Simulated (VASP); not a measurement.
# WC in VASP: single point with r2SCAN

Aim: the single point of WC with r2SCAN.

Everything below comes from runs of VASP 6.6.1. Logs are shortened: lines on timing, memory, paths and dates and some standing lists are left out, and cuts for length are marked.

### Step 1. The cell of the first run

The typed cell holds 2 atoms: a = 3.086 Å, b = 3.086 Å, c = 3.086 Å, α = 59.99°, β = 59.99°, γ = 59.99°.

### Step 2. Single point, r2SCAN

POSCAR reads:

```
WC
1.0
    1.5427726732      0.8907202182      2.5198015081
   -1.5427726732      0.8907202182      2.5198015081
    0.0000000000     -1.7814404364      2.5198015081
W C
1 1
Direct
    0.0000000000      0.0000000000      0.0000000000
    0.5000000000      0.5000000000      0.5000000000
```

INCAR.step1 reads:

```
SYSTEM = WC
PREC = Accurate
ENCUT = 520
ISMEAR = 0
SIGMA = 0.1
LREAL = .FALSE.
LASPH = .TRUE.
NELM = 80
NBANDS = 16
GGA = PE
ALGO = Normal
EDIFF = 1E-4
LWAVE = .TRUE.
LCHARG = .FALSE.
```

INCAR.step2 reads:

```
SYSTEM = WC
PREC = Accurate
ENCUT = 520
EDIFF = 1E-6
ISMEAR = 0
SIGMA = 0.1
LREAL = .FALSE.
LASPH = .TRUE.
NELM = 80
ALGO = Normal
ISIF = 2
LWAVE = .FALSE.
LCHARG = .FALSE.
METAGGA = R2SCAN
LMIXTAU = .TRUE.
NBANDS = 16
ISTART = 1
```

KPOINTS reads:

```
regular mesh
0
G
  12 12 12
  0 0 0
```

Potentials or basis: VASP PAW PBE potentials, release 64 (W_sv, C).

Started as:

```bash
$ cat potpaw_PBE.64/W_sv/POTCAR potpaw_PBE.64/C/POTCAR > POTCAR
$ cp INCAR.step1 INCAR
$ mpirun -np 1 vasp_std > vasp.out
$ cp INCAR.step2 INCAR
$ mpirun -np 1 vasp_std > vasp.out
```

OUTCAR:

```text
SYSTEM = WC
   PREC = Accurate
   ENCUT = 520
   EDIFF = 1E-6
   ISMEAR = 0
   LREAL = .FALSE.
   LASPH = .TRUE.
   NELM = 80
   ISIF = 2
   METAGGA = R2SCAN
   ISTART = 1

 ion  position               nearest neighbor table
   1  0.000  0.000  0.000-   2 2.18   2 2.18   2 2.18   2 2.18   2 2.18   2 2.18
   2  0.500  0.500  0.500-   1 2.18   1 2.18   1 2.18   1 2.18   1 2.18   1 2.18

  LATTYP: Found a trigonal (rhomboedric) cell.
 ALAT       =     3.0859244431
 COS(alpha) =     0.5001228395

  Lattice vectors:

 A1 = (   1.5427726732,   0.8907202182,   2.5198015081)
 A2 = (  -1.5427726732,   0.8907202182,   2.5198015081)
 A3 = (   0.0000000000,  -1.7814404364,   2.5198015081)

Analysis of symmetry for initial positions (statically):
=====================================================================
 Subroutine PRICEL returns:
 Original cell was already a primitive cell.

 Routine SETGRP: Setting up the symmetry group for a
 trigonal (rhombohedral) supercell.

 Subroutine GETGRP returns: Found 12 space group operations
 (whereof 12 operations were pure point group operations)
 out of a pool of 12 trial point group operations.

The static configuration has the point symmetry D_3d.
[... 5 lines left out ...]

 Routine SETGRP: Setting up the symmetry group for a
 trigonal (rhombohedral) supercell.

 Subroutine GETGRP returns: Found 12 space group operations
 (whereof 12 operations were pure point group operations)
 out of a pool of 12 trial point group operations.

The dynamic configuration has the point symmetry D_3d.
[... 7 lines left out ...]
                                     Primitive cell

  volume of cell :      20.7759

  direct lattice vectors                    reciprocal lattice vectors
     1.542772673  0.890720218  2.519801508     0.324091818  0.187114498  0.132285552
    -1.542772673  0.890720218  2.519801508    -0.324091818  0.187114498  0.132285552
     0.000000000 -1.781440436  2.519801508     0.000000000 -0.374228996  0.132285552

  length of vectors
     3.085924443  3.085924443  3.085924443     0.396921666  0.396921666  0.396921666

  position of ions in fractional coordinates (direct lattice)
     0.000000000  0.000000000  0.000000000
     0.500000000  0.500000000  0.500000000

  ion indices of the primitive-cell ions
   primitive index   ion index
                 1           1
                 2           2

----------------------------------------------------------------------------------------

[... 66 lines left out ...]
   LASPH  =      T    aspherical Exc in radial PAW
   ENCUT  =  520.0 eV  38.22 Ry    6.18 a.u.   5.74  5.74  5.74*2*pi/ulx,y,z
   NELM   =     80;   NELMIN=  2; NELMDL=  0     # of ELM steps
   EDIFF  = 0.1E-05   stopping-criterion for ELM
   LREAL  =      F    real-space projection
   EDIFFG = 0.1E-04   stopping-criterion for IOM
   NSW    =      0    number of steps for IOM
   IBRION =     -1    ionic relax: 0-MD 1-quasi-New 2-CG
   NFREE  =      0    steps in history (QN), initial steepest desc. (CG)
   ISIF   =      2    stress and relaxation
   ISYM   =      2    0-nonsym 1-usesym 2-fastsym
   POTIM  = 0.5000    time-step for ionic-motion
   TEBEG  =    0.0;   TEEND  =   0.0 temperature during run
   PSTRESS=    0.0 pullay stress
   NELECT =      18.0000    total number of electrons
   NUPDOWN=      -1.0000    fix difference up-down
   EMIN   =  10.00;   EMAX   =-10.00  energy-range for DOS
   EFERMI =   0.00;   METHOD = LEGACY
   ISMEAR =     0;   SIGMA  =   0.10  broadening in eV -4-tet -1-fermi 0-gaus
   EFERMI_NEDOS =   21; number of points for ismear=-14 and -15
   IALGO  =     38    algorithm
   IMIX   =      4    mixing-type and parameters
     AMIX     =   0.40;   BMIX     =  1.00
     AMIX_MAG =   1.60;   BMIX_MAG =  1.00
  volume/ion in A,a.u.               =      10.39        70.10
  Fermi-wavevector in a.u.,A,eV,Ry     =   1.560673  2.949245 33.139734  2.435702
  Thomas-Fermi vector in A             =   2.663851
   LORBIT       =      0    0 simple, 1 ext, 2 COOP (PROOUT), +10 PAW based schemes
   METAGGA = R2SCAN    functional components
   LHFCALC =     F    Hartree Fock is set to
   AEXX    =    0.0000 exact exchange contribution
   IVDW    =     0    specifies the selected vdW correction
   LEPSILON=     F    determine dielectric tensor
   LRPA    =     F    only Hartree local field effects (RPA)
 non-spin polarized calculation
 Gauss-broadening in eV      SIGMA  =   0.10
  energy-cutoff  :      520.00
  volume of cell :       20.78
 maximum number of plane-waves:       569
   NGX = 11   NGY = 11   NGZ = 11

 number of electron      18.0000000 magnetization

 Free energy of the ion-electron system (eV)
  ---------------------------------------------------
  ext. energy  EPLUGINS =         0.00000000
  ---------------------------------------------------
  free energy    TOTEN  =       -60.63260991 eV

  energy without entropy =      -60.63027712  energy(sigma->0) =      -60.63144352

 E-fermi :  12.6025     XC(G=0): -14.9486

 val. band max:       12.5460811096   @ k =   0.5000   0.1667   0.1667
 cond. band min:      12.6376267835   @ k =  -0.0833   0.0833   0.0833
 fundamental gap:      0.0915456740
 Fermi energy:        12.6025104591

 k-point     1 :       0.0000    0.0000    0.0000
  band No.  band energies     occupation
      1     -64.8263      2.00000
      2     -28.1586      2.00000
      3     -28.1582      2.00000
      4     -28.1582      2.00000
      5      -4.2128      2.00000
      6       9.7286      2.00000
[... 433 lines left out ...]
      3     -28.3499      2.00000
      4     -28.2543      2.00000
      5      -0.0650      2.00000
      6       3.1242      2.00000
[... 8 lines left out ...]
     15      25.6434      0.00000
     16      26.9626      0.00000

 [... further k-points ...]

------------------------ aborting loop because EDIFF is reached ----------------------------------------

  FORCE on cell =-STRESS in cart. coord.  units (eV):
  Direction    XX          YY          ZZ          XY          YZ          ZX
  --------------------------------------------------------------------------------------
  -------------------------------------------------------------------------------------
  Total        0.2326581      0.2326581      0.2243168      0.0000000      0.0000000      0.0000000
  in kB       17.9418770     17.9418770     17.2986267      0.0000000      0.0000000      0.0000000
  external PRESSURE =      17.7274602 kB  Pullay stress =       0.0000000 kB

 VOLUME and BASIS-vectors are now :
 -----------------------------------------------------------------------------
  energy-cutoff  :      520.00
  volume of cell :       20.78
      direct lattice vectors                 reciprocal lattice vectors
     1.542772673  0.890720218  2.519801508     0.324091818  0.187114498  0.132285552
    -1.542772673  0.890720218  2.519801508    -0.324091818  0.187114498  0.132285552
     0.000000000 -1.781440436  2.519801508     0.000000000 -0.374228996  0.132285552

 POSITION                                       TOTAL-FORCE (eV/Angst)
 -----------------------------------------------------------------------------------
      0.00000      0.00000      0.00000        -0.000000      0.000000      0.000000
      0.00000      0.00000      3.77970         0.000000      0.000000      0.000000
 -----------------------------------------------------------------------------------
    total drift:                               -0.000000     -0.000000     -0.000000

  FREE ENERGIE OF THE ION-ELECTRON SYSTEM (eV)
  ---------------------------------------------------
  free  energy   TOTEN  =       -60.6326099147 eV

  energy  without entropy=      -60.6302771162  energy(sigma->0) =      -60.63144352
```

OUTCAR.step1:

```text
SYSTEM = WC
   PREC = Accurate
   ENCUT = 520
   ISMEAR = 0
   LREAL = .FALSE.
   LASPH = .TRUE.
[... 678 lines left out ...]
      0.00000      0.00000      0.00000         0.000000     -0.000000      0.000000
      0.00000      0.00000      3.77970        -0.000000      0.000000      0.000000
 -----------------------------------------------------------------------------------
    total drift:                               -0.000000     -0.000000     -0.000000

  FREE ENERGIE OF THE ION-ELECTRON SYSTEM (eV)
  ---------------------------------------------------
  free  energy   TOTEN  =       -21.5595903564 eV

  energy  without entropy=      -21.5570239833  energy(sigma->0) =      -21.55830717
```

Run time: 65 s. Hardware: 1 thread of Intel Xeon 6975P-C (Granite Rapids), shared host; peak memory 0.19 GiB.

Results:

| Item | Value |
| --- | --- |
| Free energy | -60.6326 eV |
| Pressure | 1.8 GPa |
| Band gap on the k mesh | zero (band 9 reaches 13.75 eV, above the bottom of band 10 at 10.36 eV) |

Caveat: the PAW data sets were made with another functional, which shifts forces and pressure a little; spin-orbit coupling is left out, which moves the levels of the heavy elements.
